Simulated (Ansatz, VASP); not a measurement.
# Two plane-wave programs on B

```
B
1.0
     1.92005    0.00000    0.00000
     0.00000    1.92005    0.00000
     0.00000    0.00000    1.92005
B
1
Direct
  0.00000 0.00000 0.00000
```

Alike in both runs: task relaxation of cell and atoms; functional RPBE; k mesh 16 × 16 × 16; occupations fermi-dirac, width 0.1 eV; no spin polarisation.

|  | VASP | Ansatz |
| --- | --- | --- |
| version | VASP 6.6.1 | Ansatz 0.2.0 |
| potentials or method | VASP PAW PBE potentials, release 64 (B), cutoff 500 eV | plane waves (420 eV) with PAW, scalar-relativistic |
| valence electrons in the cell | 3 | 3 |

|  | VASP | Ansatz | Ansatz less VASP |
| --- | --- | --- | --- |
| relaxed volume (Å³/atom) | 6.79 | 6.79 | +0.003 |
| relaxed cell length with the largest relative difference (Å) | 1.894 | 1.894 | +0.0003 |

VASP's potentials were made for PBE, not for RPBE.
